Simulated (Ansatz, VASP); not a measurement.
## Two plane-wave programs on Cd

```
Cd
1.0
     0.00000    2.21815    2.21815
     2.21815    0.00000    2.21815
     2.21815    2.21815    0.00000
Cd
1
Direct
  0.00000 0.00000 0.00000
```

Alike in both runs: task relaxation of cell and atoms; functional PBE; k mesh 16 × 16 × 16; occupations gaussian, width 0.1 eV; no spin polarisation.

```csv
,VASP,Ansatz
version,VASP 6.6.1,Ansatz 0.2.0
potentials or method,"VASP PAW PBE potentials, release 64 (Cd), cutoff 600 eV","scalar-relativistic, plane waves, PAW"
valence electrons in the cell,12,20
```

|  | VASP | Ansatz | Ansatz less VASP |
| --- | --- | --- | --- |
| gap on the k mesh at the Fermi level, each at its own relaxed structure (eV) | none | none | - |
| relaxed volume (Å³/atom) | 22.99 | 22.91 | -0.082 |
| relaxed cell length with the largest relative difference (Å) | 3.192 | 3.188 | -0.0038 |

A gap of «none» marks a metal or a gap that the smearing closes. VASP's potentials hold 12 valence electrons a cell and Ansatz's 20, so a difference there can come from the potentials and not from the codes.
